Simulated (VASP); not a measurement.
Input of a VASP 6.6.1 run:

INCAR

```
SYSTEM = MgZn4O
PREC = Accurate
ENCUT = 520
EDIFF = 1E-6
ISMEAR = 0
SIGMA = 0.1
LREAL = .FALSE.
LASPH = .TRUE.
NELM = 80
ALGO = Normal
ISIF = 2
LWAVE = .FALSE.
LCHARG = .FALSE.
GGA = PE
NBANDS = 37
```

File KPOINTS:

```
Automatic mesh
0
G
  12 12 4
  0 0 0
```

The input POSCAR:

```
MgZn4O
1.0
    3.0071602257      0.0000000000      0.0000000000
   -1.5035801128      2.6042771487      0.0000000000
    0.0000000000      0.0000000000     11.1849587013
Mg Zn O
1 4 1
Direct
    0.3333333333      0.6666666667      0.1117062287
    0.6666666667      0.3333333333      0.8783036690
    0.3333333333      0.6666666667      0.5131314850
    0.0000000000      0.0000000000      0.6978370261
    0.0000000000      0.0000000000      0.3265346083
    0.0000000000      0.0000000000      0.0224869829
```

Potentials or basis: VASP PAW PBE potentials, release 64 (Mg, Zn, O).

Command:

```sh
$ cat potpaw_PBE.64/Mg/POTCAR potpaw_PBE.64/Zn/POTCAR potpaw_PBE.64/O/POTCAR > POTCAR
$ mpirun -np 1 vasp_std > vasp.out
```

Problem. What does it give for the pressure?

Solution. 0.2 GPa.

Problem. Estimate the largest force.

Solution. 0.020 eV/Å.

Forces in eV/Å, atoms in the order of the input:
```
Mg   0.000  0.000 -0.004
Zn   0.000  0.000  0.006
Zn   0.000  0.000 -0.002
Zn   0.000  0.000 -0.001
Zn   0.000  0.000 -0.019
O    0.000  0.000  0.020
```
